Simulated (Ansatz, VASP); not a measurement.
KF in VASP and in Ansatz

The input POSCAR:

```
KF
1.0
    0.0000000000      2.6589605792      2.6589605792
    2.6589605792      0.0000000000      2.6589605792
    2.6589605792      2.6589605792      0.0000000000
K F
1 1
Direct
    0.0000000000      0.0000000000      0.0000000000
    0.5000000000      0.5000000000      0.5000000000
```

INCAR.step1

```
SYSTEM = KF
PREC = Accurate
ENCUT = 520
EDIFF = 1E-5
ISMEAR = 0
SIGMA = 0.01
LREAL = .FALSE.
LASPH = .TRUE.
NELM = 120
ALGO = Normal
ISIF = 2
LWAVE = .TRUE.
GGA = PE
NBANDS = 15
GGA_COMPAT = .FALSE.
```

The input INCAR.step2:

```
SYSTEM = KF
PREC = Accurate
ENCUT = 520
EDIFF = 1E-6
ISMEAR = 0
SIGMA = 0.01
LREAL = .FALSE.
LASPH = .TRUE.
NELM = 120
ALGO = Normal
ISIF = 2
LWAVE = .FALSE.
LCHARG = .TRUE.
GGA = PE
LHFCALC = .TRUE.
AEXX = 0.05
HFSCREEN = 0.3
PRECFOCK = Normal
LELF = .TRUE.
LVHAR = .TRUE.
ISTART = 1
NBANDS = 15
GGA_COMPAT = .FALSE.
```

KPOINTS

```
regular mesh
0
G
  4 4 4
  0 0 0
```

Input for Ansatz:

```yaml
crystal:
  lattice:
    - [0.0, 2.6589605792, 2.6589605792]
    - [2.6589605792, 0.0, 2.6589605792]
    - [2.6589605792, 2.6589605792, 0.0]
  atoms:
    - { symbol: K, position: [0.0, 0.0, 0.0] }
    - { symbol: F, position: [0.5, 0.5, 0.5] }
kpoints:
  mp_grid: { grid: [4, 4, 4] }
hamiltonian:
  xc: { exchange: pbe, correlation: pbe, exx: { coeff: 0.05, omega: 0.3 } }
scf:
  occupations: { method: fixed }
  n_extra_bands: 4
output:
  forces: true
  stress: true
  eigenvalues: true
```

Alike in both runs: task single point; functional PBE-based screened hybrid; k mesh 4 × 4 × 4; no spin polarisation.

|  | VASP | Ansatz |
| --- | --- | --- |
| version | VASP 6.6.1 | Ansatz 0.2.0 |
| potentials or method | VASP PAW PBE potentials, release 64 (K_sv, F) | plane waves |
| plane-wave cutoff (eV) | 520 | 420 |
| occupations | gaussian, width 0.01 eV | fixed |
| valence electrons in the cell | 16 | 16 |

VASP gave:

* gap on the k mesh at the Fermi level (eV): 6.58
* pressure (GPa): 1.8

Problem. Which values does Ansatz return?

Solution. gap on the k mesh at the Fermi level (eV): 6.60; pressure (GPa): 1.7.

VASP's potentials were made for PBE, not for PBE-based screened hybrid. Ansatz's warnings: stress exchange threshold loose, stress scf threshold loose.

The k mesh is coarse, so the values compare programs but aren't converged.
